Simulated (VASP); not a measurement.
Here is a VASP 6.6.1 calculation.

Contents of INCAR:

```
SYSTEM = Zn7CdSi8P16
ALGO     = Normal         ! electronic algorithm
EDIFF    = 1E-6           ! SCF threshold, eV
ENCUT    = 520            ! plane-wave cutoff, eV
GGA      = PS             ! functional
ISIF     = 2              ! what is computed and relaxed
ISMEAR   = -1             ! smearing method
ISYM     = 0            
LASPH    = .TRUE.         ! aspherical terms in the spheres
LCHARG   = .FALSE.        ! write CHGCAR
LREAL    = Auto         
LWAVE    = .FALSE.        ! write WAVECAR
NBANDS   = 246            ! bands
NELM     = 80             ! most SCF steps
PREC     = Accurate       ! precision mode
SIGMA    = 0.05           ! smearing width, eV
```

Contents of KPOINTS:

```
Automatic mesh
0
Gamma
  1 1 1
  0.25 0.25 0.25
```

The input POSCAR:

```
Zn7CdSi8P16
1.0
   10.7721548787     -0.0000529952     -0.0000160188
   -0.0000529869     10.7738420738     -0.0000160188
   -0.0000149959     -0.0000149983     10.4643593994
Zn Si P Cd
14 16 32 2
Direct
    0.9992060000      0.0004860000      0.0010520000
    0.9973590000      0.5017800000      0.0022300000
    0.4991970000      0.0009790000      0.0005270000
    0.5011720000      0.4986580000      0.0028110000
    0.0015300000      0.2509180000      0.2486520000
    0.9999090000      0.7493920000      0.2505320000
    0.4980990000      0.2481830000      0.2490580000
    0.4998660000      0.7496950000      0.2500820000
    0.2497530000      0.9999420000      0.7506540000
    0.7514690000      0.9980330000      0.7524800000
    0.7481940000      0.5017260000      0.7527280000
    0.2475820000      0.2488400000      0.4985500000
    0.2503280000      0.7522920000      0.4988890000
    0.7490340000      0.7503670000      0.5003770000
    0.0018920000      0.9984270000      0.4986720000
    0.0008670000      0.5030760000      0.4989760000
    0.4979820000      0.9982120000      0.4998140000
    0.4998830000      0.5025460000      0.4977190000
    0.2503580000      0.0002980000      0.2503060000
    0.2499510000      0.5009610000      0.2495300000
    0.7499990000      0.9986380000      0.2483330000
    0.7496710000      0.5028680000      0.2475190000
    0.2497560000      0.2486110000      0.0020390000
    0.2502960000      0.7528920000      0.0011650000
    0.7500810000      0.2503260000      0.9998300000
    0.7503720000      0.7508650000      0.9991360000
    0.0001460000      0.2484810000      0.7516260000
    0.9978930000      0.7529510000      0.7492420000
    0.5003570000      0.2479020000      0.7502620000
    0.5022040000      0.7533610000      0.7504250000
    0.1330160000      0.1239680000      0.1257340000
    0.1326510000      0.6255380000      0.1241820000
    0.6326040000      0.1250400000      0.1249440000
    0.6328530000      0.6265300000      0.1236800000
    0.1168450000      0.1242220000      0.6246950000
    0.1126220000      0.6331270000      0.6190130000
    0.6122200000      0.1156380000      0.6314390000
    0.6167210000      0.6251850000      0.6253220000
    0.3664240000      0.3743220000      0.1249970000
    0.3674260000      0.8758560000      0.1259540000
    0.8663300000      0.3749860000      0.1256020000
    0.8672320000      0.8735920000      0.1243880000
    0.3738870000      0.1169860000      0.3751350000
    0.3728010000      0.6190430000      0.3749890000
    0.8806890000      0.1113100000      0.3679670000
    0.8732430000      0.6175980000      0.3745060000
    0.1245270000      0.3837040000      0.3746760000
    0.1261450000      0.8816530000      0.3738440000
    0.6183840000      0.3894650000      0.3662510000
    0.6243900000      0.8824100000      0.3746160000
    0.1180170000      0.3608880000      0.8833020000
    0.1238550000      0.8680990000      0.8749490000
    0.6239630000      0.3666480000      0.8747710000
    0.6258450000      0.8693610000      0.8760460000
    0.3889460000      0.3677170000      0.6167050000
    0.3809630000      0.8740170000      0.6252180000
    0.8901440000      0.3835690000      0.6334480000
    0.8810910000      0.8766320000      0.6238850000
    0.3736780000      0.1330580000      0.8753700000
    0.3831130000      0.6404240000      0.8830590000
    0.8735650000      0.1316170000      0.8749620000
    0.8745850000      0.6337100000      0.8747040000
    0.2516450000      0.5002190000      0.7518680000
    0.7502960000      0.2522480000      0.5017890000
```

Potentials or basis: VASP PAW PBE potentials, release 64 (Zn, Si, P, Cd).

Command:

```bash
$ cat potpaw_PBE.64/Zn/POTCAR potpaw_PBE.64/Si/POTCAR potpaw_PBE.64/P/POTCAR potpaw_PBE.64/Cd/POTCAR > POTCAR
$ mpirun -np 1 vasp_std > vasp.out
```

Question: What does it give for the pressure?

Answer: 0.2 GPa.

Question: What does it give for the band gap on the k mesh?

Answer: 1.79 eV.

Question: Estimate the largest force.

Answer: 0.112 eV/Å.

Stress tensor (GPa, compression positive):
```
0.16 0.10 0.11
0.10 0.16 0.10
0.11 0.10 0.15
```

Caveat: the PAW data sets were made with another functional, which shifts forces and pressure a little; a shifted mesh leaves out Γ, where band edges can lie. A k mesh can miss the band edges.
